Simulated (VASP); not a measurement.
# GaN in VASP: single point with PBE

Aim: the single point of GaN with PBE.

All numbers are computed with VASP 6.6.1; they aren't measurements. Logs are shortened: lines on timing, memory, paths and dates and some standing lists are left out, and cuts for length are marked.

**1. The cell of the first run**

The typed cell holds 8 atoms: a = 4.548 Å, b = 4.548 Å, c = 4.548 Å, α = 90.00°, β = 90.00°, γ = 90.00°.

**2. Single point, PBE (all N atoms moved 0.1 Å in one direction, then relaxed in part)**

The input, INCAR:

```
ALGO = Normal ; EDIFF = 1E-6
ENCUT = 520 ; GGA = PE
ISIF = 2 ; ISMEAR = 0
LASPH = T ; LCHARG = F
LREAL = F ; LWAVE = F
NBANDS = 46 ; NELM = 60
PREC = Accurate ; SIGMA = 0.05
```

The input, KPOINTS:

```
k-points
0
Gamma
  6 6 6
```

The input, POSCAR:

```
GaN
1.0
    4.5484769880      0.0000000000      0.0000000000
    0.0000000000     -4.5484769880      0.0000000000
    0.0000000000      0.0000000000     -4.5484769880
Ga N
4 4
Direct
    0.0000569156      0.0000686867      0.0000171152
    0.5000569156      0.5000686867      0.0000171152
    0.5000569156      0.0000686867      0.5000171152
    0.0000569156      0.5000686867      0.5000171152
    0.7499430844      0.7499313133      0.7499828848
    0.2499430844      0.2499313133      0.7499828848
    0.2499430844      0.7499313133      0.2499828848
    0.7499430844      0.2499313133      0.2499828848
```

Potentials or basis: VASP PAW PBE potentials, release 64 (Ga_d, N).

Command:

```sh
$ cat potpaw_PBE.64/Ga_d/POTCAR potpaw_PBE.64/N/POTCAR > POTCAR
$ mpirun -np 1 vasp_std > vasp.out
```

OUTCAR:

```text
EDIFF = 1E-6
   ENCUT = 520
   GGA = PE
   ISIF = 2
   ISMEAR = 0
   LASPH = T
   LREAL = F
   NELM = 60
   PREC = Accurate

 ion  position               nearest neighbor table
   1  0.000  0.000  0.000-   6 1.97   8 1.97   7 1.97   5 1.97
   2  0.500  0.500  0.000-   5 1.97   7 1.97   8 1.97   6 1.97
   3  0.500  0.000  0.500-   8 1.97   6 1.97   5 1.97   7 1.97
   4  0.000  0.500  0.500-   7 1.97   5 1.97   6 1.97   8 1.97
   5  0.750  0.750  0.750-   2 1.97   4 1.97   3 1.97   1 1.97
   6  0.250  0.250  0.750-   1 1.97   3 1.97   4 1.97   2 1.97
   7  0.250  0.750  0.250-   4 1.97   2 1.97   1 1.97   3 1.97
   8  0.750  0.250  0.250-   3 1.97   1 1.97   2 1.97   4 1.97

  LATTYP: Found a simple cubic cell.
 ALAT       =     4.5484769880

  Lattice vectors:

 A1 = (   4.5484769880,   0.0000000000,   0.0000000000)
 A2 = (   0.0000000000,  -4.5484769880,   0.0000000000)
 A3 = (   0.0000000000,   0.0000000000,  -4.5484769880)

Analysis of symmetry for initial positions (statically):
=====================================================================
 Subroutine PRICEL returns following result:

  LATTYP: Found a face centered cubic cell.
 ALAT       =     4.5484769880

  Lattice vectors:

 A1 = (   2.2742384940,   2.2742384940,   0.0000000000)
 A2 = (   2.2742384940,   0.0000000000,  -2.2742384940)
 A3 = (   0.0000000000,   2.2742384940,  -2.2742384940)

   4 primitive cells build up your supercell.

 Routine SETGRP: Setting up the symmetry group for a
 simple cubic supercell.

 Subroutine GETGRP returns: Found  1 space group operations
 (whereof  1 operations were pure point group operations)
 out of a pool of 48 trial point group operations.

The static configuration has the point symmetry C_1 .

Analysis of symmetry for dynamics (positions and initial velocities):
=====================================================================
 Subroutine PRICEL returns following result:

  LATTYP: Found a face centered cubic cell.
 ALAT       =     4.5484769880

  Lattice vectors:

 A1 = (   2.2742384940,   2.2742384940,   0.0000000000)
 A2 = (   2.2742384940,   0.0000000000,  -2.2742384940)
 A3 = (   0.0000000000,   2.2742384940,  -2.2742384940)

   4 primitive cells build up your supercell.

 Routine SETGRP: Setting up the symmetry group for a
 simple cubic supercell.

 Subroutine GETGRP returns: Found  1 space group operations
 (whereof  1 operations were pure point group operations)
 out of a pool of 48 trial point group operations.

The dynamic configuration has the point symmetry C_1 .

 Subroutine INISYM returns: Found  1 space group operations
 (whereof  1 operations are pure point group operations),
 and found     4 'primitive' translations

----------------------------------------------------------------------------------------

                                     Primitive cell

  volume of cell :      23.5255

  direct lattice vectors                    reciprocal lattice vectors
     2.274238494  2.274238494  0.000000000     0.219853811  0.219853811  0.219853811
     2.274238494  0.000000000 -2.274238494     0.219853811 -0.219853811 -0.219853811
     0.000000000  2.274238494 -2.274238494    -0.219853811  0.219853811 -0.219853811

  length of vectors
     3.216258922  3.216258922  3.216258922     0.380797971  0.380797971  0.380797971

  position of ions in fractional coordinates (direct lattice)
     0.999971114  0.000142717  0.999891513
     0.250028886  0.249857283  0.250108487

  ion indices of the primitive-cell ions
   primitive index   ion index
                 1           1
                 2           6

----------------------------------------------------------------------------------------

 KPOINTS: k-points

Automatic generation of k-mesh.
 Grid dimensions read from file:
 generate k-points for:    6    6    6

 Generating k-lattice:

  Cartesian coordinates                     Fractional coordinates (reciprocal lattice)
     0.036642302  0.000000000  0.000000000     0.166666667  0.000000000  0.000000000
     0.000000000 -0.036642302  0.000000000     0.000000000  0.166666667  0.000000000
     0.000000000  0.000000000 -0.036642302     0.000000000  0.000000000  0.166666667

  Length of vectors
     0.036642302  0.036642302  0.036642302

  Shift w.r.t. Gamma in fractional coordinates (k-lattice)
     0.000000000  0.000000000  0.000000000

 Subroutine IBZKPT returns following result:
 ===========================================

 Found    112 irreducible k-points:

 Following reciprocal coordinates:
            Coordinates               Weight
  0.000000  0.000000  0.000000      1.000000
  0.166667  0.000000  0.000000      2.000000
  0.000000  0.166667  0.000000      2.000000
  0.000000  0.000000  0.166667      2.000000
  0.333333  0.000000  0.000000      2.000000
  0.000000  0.333333  0.000000      2.000000
[... 16 lines left out ...]
  0.000000 -0.333333  0.166667      2.000000
 -0.166667  0.000000  0.333333      2.000000
 [... further k-points ...]
   k-points           NKPTS =    112   k-points in BZ     NKDIM =    112   number of bands    NBANDS=     46
   number of dos      NEDOS =    301   number of ions     NIONS =      8
   total plane-waves  NPLWV =  46656
   dimension x,y,z NGX =    36 NGY =   36 NGZ =   36
   dimension x,y,z NGXF=    72 NGYF=   72 NGZF=   72
   ions per type =               4   4
   NGX,Y,Z   is equivalent  to a cutoff of  13.16, 13.16, 13.16 a.u.
   NGXF,Y,Z  is equivalent  to a cutoff of  26.32, 26.32, 26.32 a.u.
 SYSTEM =  unknown system
   PREC   = accura    normal or accurate (medium, high low for compatibility)
   ISTART =      0    job   : 0-new  1-cont  2-samecut
   ICHARG =      2    charge: 1-file 2-atom 10-const
   ISPIN  =      1    spin polarized calculation?
   LNONCOLLINEAR =      F non collinear calculations
   LSORBIT =      F    spin-orbit coupling
   LASPH  =      T    aspherical Exc in radial PAW
   ENCUT  =  520.0 eV  38.22 Ry    6.18 a.u.   8.46  8.46  8.46*2*pi/ulx,y,z
   NELM   =     60;   NELMIN=  2; NELMDL= -5     # of ELM steps
   EDIFF  = 0.1E-05   stopping-criterion for ELM
   LREAL  =      F    real-space projection
[... 7 lines left out ...]
   TEBEG  =    0.0;   TEEND  =   0.0 temperature during run
   PSTRESS=    0.0 pullay stress
   NELECT =      72.0000    total number of electrons
   NUPDOWN=      -1.0000    fix difference up-down
   EMIN   =  10.00;   EMAX   =-10.00  energy-range for DOS
   EFERMI =   0.00;   METHOD = LEGACY
   ISMEAR =     0;   SIGMA  =   0.05  broadening in eV -4-tet -1-fermi 0-gaus
   EFERMI_NEDOS =   21; number of points for ismear=-14 and -15
   IALGO  =     38    algorithm
   IMIX   =      4    mixing-type and parameters
     AMIX     =   0.40;   BMIX     =  1.00
     AMIX_MAG =   1.60;   BMIX_MAG =  1.00
  volume/ion in A,a.u.               =      11.76        79.38
  Fermi-wavevector in a.u.,A,eV,Ry     =   1.497337  2.829557 30.504523  2.242019
  Thomas-Fermi vector in A             =   2.609238
   LORBIT       =      0    0 simple, 1 ext, 2 COOP (PROOUT), +10 PAW based schemes
   GGA     = PE    functional components
   LHFCALC =     F    Hartree Fock is set to
   AEXX    =    0.0000 exact exchange contribution
   IVDW    =     0    specifies the selected vdW correction
   LEPSILON=     F    determine dielectric tensor
   LRPA    =     F    only Hartree local field effects (RPA)
 non-spin polarized calculation
 Gauss-broadening in eV      SIGMA  =   0.05
  energy-cutoff  :      520.00
  volume of cell :       94.10
 maximum number of plane-waves:      2560
 NGX is ok and might be reduce to    36
   NGX = 17   NGY = 17   NGZ = 17

 number of electron      72.0000091 magnetization

 Free energy of the ion-electron system (eV)
  ---------------------------------------------------
  ext. energy  EPLUGINS =         0.00000000
  ---------------------------------------------------
  free energy    TOTEN  =       -48.61464701 eV

  energy without entropy =      -48.61464701  energy(sigma->0) =      -48.61464701

 E-fermi :   5.2180     XC(G=0): -11.5206

 val. band max:        4.9882883703   @ k =   0.0000   0.0000   0.0000
 cond. band min:       6.5338304147   @ k =   0.0000   0.0000   0.0000
 fundamental gap:      1.5455420443
 Fermi energy:         5.2180390252

 k-point     1 :       0.0000    0.0000    0.0000
  band No.  band energies     occupation
      1     -10.7160      2.00000
      2      -9.7515      2.00000
      3      -9.7515      2.00000
      4      -9.7515      2.00000
      5      -8.4357      2.00000
      6      -8.4355      2.00000
[... 38 lines left out ...]
     45      15.1170      0.00000
     46      15.1180      0.00000

 k-point     2 :       0.1667    0.0000    0.0000
  band No.  band energies     occupation
      1     -10.6192      2.00000
      2      -9.7758      2.00000
      3      -9.7507      2.00000
      4      -9.7507      2.00000
      5      -8.4190      2.00000
      6      -8.4187      2.00000
[... 38 lines left out ...]
     45      15.3386      0.00000
     46      15.3403      0.00000

 k-point     3 :       0.0000    0.1667    0.0000
  band No.  band energies     occupation
      1     -10.6192      2.00000
      2      -9.7758      2.00000
      3      -9.7507      2.00000
      4      -9.7507      2.00000
      5      -8.4190      2.00000
      6      -8.4187      2.00000
[... 38 lines left out ...]
     45      15.3384      0.00000
     46      15.3405      0.00000

 k-point     4 :       0.0000    0.0000    0.1667
  band No.  band energies     occupation
      1     -10.6192      2.00000
      2      -9.7758      2.00000
      3      -9.7507      2.00000
      4      -9.7507      2.00000
      5      -8.4189      2.00000
      6      -8.4188      2.00000
[... 920 lines left out ...]
     45      15.0302      0.00000
     46      15.3866      0.00000

 k-point    23 :       0.0000   -0.3333    0.1667
  band No.  band energies     occupation
      1     -10.3028      2.00000
      2      -9.8605      2.00000
      3      -9.7691      2.00000
      4      -9.7565      2.00000
      5      -8.3828      2.00000
      6      -8.3708      2.00000
[... 38 lines left out ...]
     45      15.0273      0.00000
     46      15.3861      0.00000

 k-point    24 :      -0.1667    0.0000    0.3333
  band No.  band energies     occupation
      1     -10.3027      2.00000
      2      -9.8605      2.00000
      3      -9.7691      2.00000
      4      -9.7565      2.00000
      5      -8.3828      2.00000
      6      -8.3708      2.00000
[... 38 lines left out ...]
     45      15.0270      0.00000
     46      15.3853      0.00000

 [... further k-points ...]
[... 5 lines left out ...]
  --------------------------------------------------------------------------------------
  -------------------------------------------------------------------------------------
  Total        0.0551732      0.0551540      0.0552041      0.0043321     -0.0145725      0.0175871
  in kB        0.9393786      0.9390519      0.9399045      0.0737575     -0.2481121      0.2994377
  external PRESSURE =       0.9394450 kB  Pullay stress =       0.0000000 kB

 VOLUME and BASIS-vectors are now :
 -----------------------------------------------------------------------------
  energy-cutoff  :      520.00
  volume of cell :       94.10
      direct lattice vectors                 reciprocal lattice vectors
     4.548476988  0.000000000  0.000000000     0.219853811  0.000000000  0.000000000
     0.000000000 -4.548476988  0.000000000     0.000000000 -0.219853811  0.000000000
     0.000000000  0.000000000 -4.548476988     0.000000000  0.000000000 -0.219853811

 POSITION                                       TOTAL-FORCE (eV/Angst)
 -----------------------------------------------------------------------------------
      0.00026     -0.00031     -0.00008        -0.005858      0.007067      0.001746
      2.27450     -2.27455     -0.00008        -0.005858      0.007067      0.001746
      2.27450     -0.00031     -2.27432        -0.005858      0.007067      0.001746
      0.00026     -2.27455     -2.27432        -0.005858      0.007067      0.001746
      3.41110     -3.41105     -3.41128         0.005858     -0.007067     -0.001746
      1.13686     -1.13681     -3.41128         0.005858     -0.007067     -0.001746
      1.13686     -3.41105     -1.13704         0.005858     -0.007067     -0.001746
      3.41110     -1.13681     -1.13704         0.005858     -0.007067     -0.001746
 -----------------------------------------------------------------------------------
    total drift:                               -0.000078      0.000067      0.000018

  FREE ENERGIE OF THE ION-ELECTRON SYSTEM (eV)
  ---------------------------------------------------
  free  energy   TOTEN  =       -48.6146470110 eV

  energy  without entropy=      -48.6146470110  energy(sigma->0) =      -48.61464701
```

Wall time 7.1 min (1 thread of Intel Xeon Platinum 8375C at 2.90GHz (Ice Lake), shared host); peak memory 0.44 GiB.

Results:

| Property | Result |
| --- | --- |
| Free energy | -48.6146 eV |
| Pressure | 0.1 GPa |
| Largest force | 0.009 eV/Å |
| Band gap on the k mesh | 1.55 eV |

Forces in eV/Å, atoms in the order of the input:
```
Ga  -0.006  0.007  0.002
Ga  -0.006  0.007  0.002
Ga  -0.006  0.007  0.002
Ga  -0.006  0.007  0.002
N    0.006 -0.007 -0.002
N    0.006 -0.007 -0.002
N    0.006 -0.007 -0.002
N    0.006 -0.007 -0.002
```

Levels at points of the mesh, in eV from the valence-band top:
```tsv
k point	band 34	band 35	band 36	band 37	band 38	band 39
(0.00, 0.00, 0.00)	0.00	0.00	0.00	1.55	3.34	3.34
(0.50, 0.00, 0.00)	-1.44	-1.44	-1.44	4.47	4.47	6.17
(0.00, 0.50, 0.00)	-1.44	-1.43	-1.43	4.47	4.47	6.17
(0.00, 0.00, 0.50)	-1.44	-1.44	-1.44	4.47	4.47	6.17
(0.50, 0.50, 0.00)	-0.99	-0.99	-0.99	6.24	6.24	6.24
(0.00, 0.50, 0.50)	-0.99	-0.99	-0.99	6.24	6.24	6.24
(0.50, 0.00, 0.50)	-0.99	-0.99	-0.99	6.24	6.24	6.24
(0.50, 0.50, 0.50)	-0.93	-0.93	-0.93	4.45	4.45	4.45
```

Caveat: the cell differs from its parent crystal (all N atoms moved 0.1 Å in one direction, then relaxed in part).
